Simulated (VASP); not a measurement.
# CoO (I4/mmm) in VASP: further runs

The runs below take CoO through single point, with PBE+U.

All numbers are computed with VASP 6.6.1; they aren't measurements. Logs are shortened: lines on timing, memory, paths and dates and some standing lists are left out, and cuts for length are marked.

### Step 1. The cell of the first run

It takes space group I4/mmm (No. 139, tetragonal). The conventional cell has a = 3.016 Å, b = 3.016 Å, c = 4.215 Å, α = 90.00°, β = 90.00°, γ = 90.00°. Co (site symmetry 4/mmm) has 6 O at 2.11 to 2.13 Å within 2.8 Å. Within 2.8 Å of O (site symmetry 4/mmm) lie 6 Co at 2.11 to 2.13 Å.

### Step 2. Single point, PBE+U, collinear spin, antiferromagnetic start

INCAR

```
SYSTEM = CoO
PREC = Accurate ; ENCUT = 600
EDIFF = 1E-6 ; ISMEAR = 0
SIGMA = 0.05 ; LREAL = .FALSE.
LASPH = .TRUE. ; NELM = 200
ALGO = Normal ; ISIF = 2
LWAVE = .FALSE. ; LCHARG = .TRUE.
ISPIN = 2 ; MAGMOM = 2.72 -2.72 0 0
LORBIT = 11 ; LMAXMIX = 4
LDAU = .TRUE. ; LDAUTYPE = 2
LDAUL = 2 -1 ; LDAUU = 2 0
LDAUJ = 0 0 ; LDAUPRINT = 1
GGA = PE ; LELF = .TRUE.
LVHAR = .TRUE. ; NBANDS = 27
GGA_COMPAT = .FALSE.
```

KPOINTS

```
Automatic mesh
0
G
  9 9 9
  0 0 0
```

POSCAR

```
CoO
1.0
   -1.5080004400      1.5080004400      2.1072503600
    3.0160008800     -3.0160008800      4.2145007200
    1.5080004400      1.5080004400     -2.1072503600
Co O
2 2
Direct
    0.0000000000      0.0000000000      0.0000000000
    0.0000000000      0.5000000000      0.0000000000
    0.5000000000      0.2500000000      0.0000000000
    0.5000000000      0.7500000000      0.0000000000
```

Potentials or basis: VASP PAW PBE potentials, release 64 (Co, O).

Command:

```console
> cat potpaw_PBE.64/Co/POTCAR potpaw_PBE.64/O/POTCAR > POTCAR
> mpirun -np 1 vasp_std > vasp.out
```

OUTCAR:

```text
SYSTEM = CoO
   PREC = Accurate
   ENCUT = 600
   EDIFF = 1E-6
   ISMEAR = 0
   LREAL = .FALSE.
   LASPH = .TRUE.
   NELM = 200
   ISIF = 2
   ISPIN = 2
   LORBIT = 11
   GGA = PE

 ion  position               nearest neighbor table
   1  0.000  0.000  0.000-   3 2.11   4 2.11   4 2.13   3 2.13   3 2.13   4 2.13   2 3.00   2 3.00
                             2 3.00   2 3.00   2 3.02   2 3.02
   2  0.000  0.500  0.000-   4 2.11   3 2.11   4 2.13   3 2.13   4 2.13   3 2.13   1 3.00   1 3.00
                             1 3.00   1 3.00   1 3.02   1 3.02
   3  0.500  0.250  0.000-   2 2.11   1 2.11   2 2.13   1 2.13   2 2.13   1 2.13
   4  0.500  0.750  0.000-   1 2.11   2 2.11   2 2.13   1 2.13   1 2.13   2 2.13

  LATTYP: Found a base centered monoclinic cell.
 ALAT       =     5.1824972385
 B/A-ratio  =     0.5819589941
 C/A-ratio  =     1.0000000000
 COS(beta)  =    -0.3226474583

  Lattice vectors:

 A1 = (   1.5080004400,  -1.5080004400,  -2.1072503600)
 A2 = (   1.5080004400,   1.5080004400,  -2.1072503600)
 A3 = (   3.0160008800,   0.0000000000,   4.2145007200)

Analysis of symmetry for initial positions (statically):
=====================================================================
 Subroutine PRICEL returns following result:

  LATTYP: Found a body centered tetragonal cell.
 ALAT       =     3.0160008800
 C/A-ratio  =     1.3973804676
[... 12 lines left out ...]
 Subroutine GETGRP returns: Found  4 space group operations
 (whereof  4 operations were pure point group operations)
 out of a pool of  4 trial point group operations.

The static configuration has the point symmetry C_2h.

Analysis of symmetry for dynamics (positions and initial velocities):
=====================================================================
 Subroutine PRICEL returns following result:

  LATTYP: Found a body centered tetragonal cell.
 ALAT       =     3.0160008800
 C/A-ratio  =     1.3973804676
[... 12 lines left out ...]
 Subroutine GETGRP returns: Found  4 space group operations
 (whereof  4 operations were pure point group operations)
 out of a pool of  4 trial point group operations.

The dynamic configuration has the point symmetry C_2h.

Analysis of structural, dynamic, and magnetic symmetry:
=====================================================================
 Subroutine PRICEL returns following result:

  LATTYP: Found a body centered tetragonal cell.
 ALAT       =     3.0160008800
 C/A-ratio  =     1.3973804676
[... 12 lines left out ...]
 Subroutine GETGRP returns: Found  4 space group operations
 (whereof  4 operations were pure point group operations)
 out of a pool of  4 trial point group operations.

The overall configuration has the point symmetry C_2h.

 Subroutine INISYM returns: Found  4 space group operations
 (whereof  4 operations are pure point group operations),
 and found     2 'primitive' translations

----------------------------------------------------------------------------------------

                                     Primitive cell

  volume of cell :      19.1681

  direct lattice vectors                    reciprocal lattice vectors
    -1.508000440  1.508000440  2.107250360     0.000000000  0.331564890  0.237276030
     1.508000440 -1.508000440  2.107250360     0.331564890  0.000000000  0.237276030
     1.508000440  1.508000440 -2.107250360     0.331564890  0.331564890  0.000000000

  length of vectors
     2.998105191  2.998105191  2.998105191     0.407719500  0.407719500  0.468903564

  position of ions in fractional coordinates (direct lattice)
     0.000000000  0.000000000  0.000000000
     0.500000000  0.500000000  0.000000000

  ion indices of the primitive-cell ions
[... 138 lines left out ...]

 occupancies and eigenvectors

  o =  0.0600  v =  0.0000  0.0000  0.0000  0.0000  0.0000 -0.0000  0.0000 -0.0026 -0.8303 -0.5573      0.0000  0.0000  0.0000  0.0000  0.0000  0.0000  0.0000  0.0000  0.0000  0.0000
  o =  0.1696  v =  0.0000  0.0000  0.0000  0.0000  0.0000 -0.9785  0.2062 -0.0000  0.0000  0.0000      0.0000  0.0000  0.0000  0.0000  0.0000  0.0000  0.0000  0.0000  0.0000  0.0000
  o =  0.1780  v =  0.0000  0.0000  0.0000  0.0000  0.0000  0.0000 -0.0000 -0.9784  0.1173 -0.1701      0.0000  0.0000  0.0000  0.0000  0.0000  0.0000  0.0000  0.0000  0.0000  0.0000
  o =  0.9473  v =  0.0000  0.0000  0.0000  0.0000  0.0000 -0.2062 -0.9785 -0.0000 -0.0000  0.0000      0.0000  0.0000  0.0000  0.0000  0.0000  0.0000  0.0000  0.0000  0.0000  0.0000
  o =  0.9482  v =  0.0000  0.0000  0.0000  0.0000  0.0000 -0.0000 -0.0000  0.2066  0.5449 -0.8127      0.0000  0.0000  0.0000  0.0000  0.0000  0.0000  0.0000  0.0000  0.0000  0.0000
  o =  0.9594  v =  0.0000  0.0000  0.0318 -0.5376  0.8426  0.0000  0.0000  0.0000  0.0000  0.0000      0.0000  0.0000  0.0000  0.0000  0.0000  0.0000  0.0000  0.0000  0.0000  0.0000
  o =  0.9597  v = -0.0323  0.9995 -0.0000  0.0000 -0.0000  0.0000  0.0000  0.0000  0.0000  0.0000      0.0000  0.0000  0.0000  0.0000  0.0000  0.0000  0.0000  0.0000  0.0000  0.0000
  o =  0.9656  v =  0.0000 -0.0000  0.0036 -0.8429 -0.5380  0.0000  0.0000  0.0000  0.0000  0.0000      0.0000  0.0000  0.0000  0.0000  0.0000  0.0000  0.0000  0.0000  0.0000  0.0000
  o =  0.9950  v = -0.9995 -0.0323  0.0000 -0.0000 -0.0000  0.0000  0.0000  0.0000  0.0000  0.0000      0.0000  0.0000  0.0000  0.0000  0.0000  0.0000  0.0000  0.0000  0.0000  0.0000
  o =  0.9972  v = -0.0000 -0.0000 -0.9995 -0.0201  0.0248  0.0000  0.0000  0.0000  0.0000  0.0000      0.0000  0.0000  0.0000  0.0000  0.0000  0.0000  0.0000  0.0000  0.0000  0.0000

atom =   2  type =  1  l = 2

 onsite density matrix

spin component  1

  0.2027  0.1569 -0.0000 -0.0000 -0.0000
  0.1569  0.9143  0.0000  0.0000  0.0000
 -0.0000  0.0000  0.2109  0.0865 -0.1295
 -0.0000  0.0000  0.0865  0.3253 -0.3957
 -0.0000  0.0000 -0.1295 -0.3957  0.6500

spin component  2

  0.9949  0.0011 -0.0000  0.0000  0.0000
  0.0011  0.9598  0.0000  0.0000  0.0000
 -0.0000  0.0000  0.9972  0.0007 -0.0009
  0.0000  0.0000  0.0007  0.9639  0.0028
  0.0000  0.0000 -0.0009  0.0028  0.9613

 occupancies and eigenvectors

  o =  0.0600  v =  0.0000 -0.0000  0.0026  0.8303  0.5573  0.0000  0.0000  0.0000  0.0000  0.0000      0.0000  0.0000  0.0000  0.0000  0.0000  0.0000  0.0000  0.0000  0.0000  0.0000
  o =  0.1696  v =  0.9785 -0.2062 -0.0000 -0.0000 -0.0000  0.0000  0.0000  0.0000  0.0000  0.0000      0.0000  0.0000  0.0000  0.0000  0.0000  0.0000  0.0000  0.0000  0.0000  0.0000
  o =  0.1780  v = -0.0000  0.0000 -0.9784  0.1173 -0.1701  0.0000  0.0000  0.0000  0.0000  0.0000      0.0000  0.0000  0.0000  0.0000  0.0000  0.0000  0.0000  0.0000  0.0000  0.0000
  o =  0.9473  v = -0.2062 -0.9785 -0.0000 -0.0000  0.0000  0.0000  0.0000  0.0000  0.0000  0.0000      0.0000  0.0000  0.0000  0.0000  0.0000  0.0000  0.0000  0.0000  0.0000  0.0000
  o =  0.9482  v =  0.0000  0.0000 -0.2066 -0.5449  0.8127  0.0000  0.0000  0.0000  0.0000  0.0000      0.0000  0.0000  0.0000  0.0000  0.0000  0.0000  0.0000  0.0000  0.0000  0.0000
  o =  0.9594  v =  0.0000  0.0000  0.0000  0.0000  0.0000  0.0000  0.0000  0.0318 -0.5376  0.8426      0.0000  0.0000  0.0000  0.0000  0.0000  0.0000  0.0000  0.0000  0.0000  0.0000
  o =  0.9597  v =  0.0000  0.0000  0.0000  0.0000  0.0000 -0.0323  0.9995 -0.0000  0.0000  0.0000      0.0000  0.0000  0.0000  0.0000  0.0000  0.0000  0.0000  0.0000  0.0000  0.0000
  o =  0.9656  v =  0.0000  0.0000  0.0000  0.0000  0.0000  0.0000 -0.0000 -0.0036  0.8429  0.5380      0.0000  0.0000  0.0000  0.0000  0.0000  0.0000  0.0000  0.0000  0.0000  0.0000
  o =  0.9950  v =  0.0000  0.0000  0.0000  0.0000  0.0000 -0.9995 -0.0323  0.0000 -0.0000 -0.0000      0.0000  0.0000  0.0000  0.0000  0.0000  0.0000  0.0000  0.0000  0.0000  0.0000
  o =  0.9972  v =  0.0000  0.0000  0.0000  0.0000  0.0000  0.0000  0.0000  0.9995  0.0201 -0.0248      0.0000  0.0000  0.0000  0.0000  0.0000  0.0000  0.0000  0.0000  0.0000  0.0000

 number of electron      30.0000011 magnetization      -0.0000000

 Free energy of the ion-electron system (eV)
  ---------------------------------------------------
  ext. energy  EPLUGINS =         0.00000000
  ---------------------------------------------------
  free energy    TOTEN  =       -25.02364689 eV

  energy without entropy =      -25.02364689  energy(sigma->0) =      -25.02364689

 E-fermi :   7.7281     XC(G=0): -12.4107

 val. band max:        7.4414153782   @ k =  -0.4444  -0.0000   0.4444
 cond. band min:       8.7672706135   @ k =   0.0000   0.4444  -0.0000
 fundamental gap:      1.3258552353
 Fermi energy:         7.7280608013

 spin component 1

 k-point     1 :       0.0000    0.0000    0.0000
  band No.  band energies     occupation
      1     -11.8928      1.00000
      2     -10.6113      1.00000
      3       0.0380      1.00000
      4       2.1528      1.00000
      5       2.1877      1.00000
      6       3.9943      1.00000
[... 1433 lines left out ...]
     26      25.1959      0.00000
     27      27.5377      0.00000

 [... further k-points ...]
[... 5 lines left out ...]
  --------------------------------------------------------------------------------------
  -------------------------------------------------------------------------------------
  Total        0.4032434      0.5730563      0.9222146      0.0000000      0.0000000     -0.0738257
  in kB       16.8526741     23.9496295     38.5419337      0.0000000      0.0000000     -3.0853832
  external PRESSURE =      26.4480791 kB  Pullay stress =       0.0000000 kB

 VOLUME and BASIS-vectors are now :
 -----------------------------------------------------------------------------
  energy-cutoff  :      600.00
  volume of cell :       38.34
      direct lattice vectors                 reciprocal lattice vectors
    -1.508000440  1.508000440  2.107250360     0.000000000  0.331564890  0.237276030
     3.016000880 -3.016000880  4.214500720     0.165782445  0.000000000  0.118638015
     1.508000440  1.508000440 -2.107250360     0.331564890  0.331564890  0.000000000

 POSITION                                       TOTAL-FORCE (eV/Angst)
 -----------------------------------------------------------------------------------
      0.00000      0.00000      0.00000         0.000000      0.000000      0.000000
      1.50800     -1.50800      2.10725         0.000000     -0.000000     -0.000000
      0.00000      0.00000      2.10725        -0.000000      0.000000      0.000000
      1.50800     -1.50800      4.21450         0.000000     -0.000000     -0.000000
 -----------------------------------------------------------------------------------
    total drift:                               -0.000000      0.000000     -0.000000

  FREE ENERGIE OF THE ION-ELECTRON SYSTEM (eV)
  ---------------------------------------------------
  free  energy   TOTEN  =       -25.0236468882 eV

  energy  without entropy=      -25.0236468882  energy(sigma->0) =      -25.02364689

 total charge

# of ion       s       p       d       tot
------------------------------------------
    1        0.300   0.366   7.156   7.823
    2        0.300   0.366   7.156   7.823
    3        1.553   3.445   0.000   4.998
    4        1.553   3.445   0.000   4.998
--------------------------------------------------
tot          3.707   7.623  14.312  25.642

 magnetization (x)

# of ion       s       p       d       tot
------------------------------------------
    1        0.002  -0.001   2.573   2.575
    2       -0.002   0.001  -2.573  -2.575
    3        0.000   0.000   0.000   0.000
    4        0.000   0.000   0.000   0.000
--------------------------------------------------
tot          0.000   0.000   0.000   0.000
```

It took 18 min on 1 thread of Intel Xeon 8259CL, shared host; peak memory 0.47 GiB.

What came out:

| Item | Value |
| --- | --- |
| Free energy | -25.0236 eV |
| Pressure | 2.6 GPa |
| Band gap on the k mesh | 1.33 eV |
| Net moment | 0.00 μB per cell |
| Site moments | Co +2.58, -2.58; O +0.00 μB |
| Valence electrons inside the program's atomic spheres | Co 7.82; O 5.00 |

Eigenvalues of the final occupation matrices:
| site | spin | trace | eigenvalues |
| --- | --- | --- | --- |
| site 1 d | 1 | 4.88 | 0.96 0.96 0.97 0.99 1.00 |
| site 1 d | 2 | 2.30 | 0.06 0.17 0.18 0.95 0.95 |
| site 2 d | 1 | 2.30 | 0.06 0.17 0.18 0.95 0.95 |
| site 2 d | 2 | 4.88 | 0.96 0.96 0.97 0.99 1.00 |

Caveat: an odd mesh through Γ misses points on the zone boundary, where band edges can lie.

### Step 3. Single point, PBE+U, collinear spin, ferromagnetic start

INCAR

```
SYSTEM = CoO
PREC = Accurate
ENCUT = 600
EDIFF = 1E-6
ISMEAR = 0
SIGMA = 0.05
LREAL = .FALSE.
LASPH = .TRUE.
NELM = 200
ALGO = Normal
ISIF = 2
LWAVE = .FALSE.
LCHARG = .FALSE.
ISPIN = 2
MAGMOM = 0.75 0.75 0 0
LORBIT = 11
NUPDOWN = 1.5
LMAXMIX = 4
LDAU = .TRUE.
LDAUTYPE = 2
LDAUL = 2 -1
LDAUU = 2 0
LDAUJ = 0 0
LDAUPRINT = 1
GGA = PE
NBANDS = 27
GGA_COMPAT = .FALSE.
```

KPOINTS

```
regular mesh
0
G
  9 9 9
  0 0 0
```

POSCAR is that of step 2.

Potentials or basis: VASP PAW PBE potentials, release 64 (Co, O).

Command:

```console
> cat potpaw_PBE.64/Co/POTCAR potpaw_PBE.64/O/POTCAR > POTCAR
> mpirun -np 1 vasp_std > vasp.out
```

It took 12 min on 1 thread of Intel Xeon Platinum 8488C (Sapphire Rapids), shared host; peak memory 0.46 GiB.

Results (log left out):

```yaml
Free_energy: -23.1753 eV
Pressure: -15.0 GPa
Net_moment: 1.50 μB per cell
Site_moments: Co +0.84; O -0.09 μB
Valence_electrons_inside_the_program's_atomic_spheres: Co 7.93; O 4.94
```

Stress tensor (GPa, compression positive):
```
-13.51   0.00   0.02
  0.00 -13.47   0.00
  0.02   0.00 -18.03
```

Eigenvalues of the final occupation matrices:
```csv
site,spin,trace,eigenvalues
site 1 d,1,4.09,0.49 0.75 0.95 0.95 0.95
site 1 d,2,3.26,0.13 0.27 0.95 0.95 0.95
site 2 d,1,4.09,0.49 0.75 0.95 0.95 0.95
site 2 d,2,3.26,0.13 0.27 0.95 0.95 0.95
```

Caveat: the cell stands under tension; the total moment is fixed, so each spin has its own Fermi level. The state reached can hang on the start; a lower one may exist.
